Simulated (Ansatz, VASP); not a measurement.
## One calculation of CdS, two programs

```
Cd S
1.0
     0.00000    3.04729    3.04729
     3.04729    0.00000    3.04729
     3.04729    3.04729    0.00000
Cd S
1 1
Cartesian
  0.0000 0.0000 0.0000
  4.5709 4.5709 4.5709
```

Alike in both runs: task single point; functional PBE; k mesh 8 × 8 × 8; occupations gaussian, width 0.02 eV; no spin polarisation.

|  | VASP | Ansatz |
| --- | --- | --- |
| version | VASP 6.6.1 | Ansatz 0.2.0 |
| potentials or method | VASP PAW PBE potentials, release 64 (Cd, S), cutoff 520 eV | scalar-relativistic, plane waves, PAW |
| valence electrons in the cell | 18 | 26 |

```csv
,VASP,Ansatz,Ansatz less VASP
gap on the k mesh at the Fermi level (eV),0.85,0.85,+0.001
least direct gap on the mesh (eV),0.85,0.85,+0.001
pressure (GPa),-3.5,-3.7,-0.20
```

The functional is the same, so the differences come from potentials, cutoffs and numerics. VASP's potentials hold 18 valence electrons a cell and Ansatz's 26, so a difference there can come from the potentials and not from the codes.
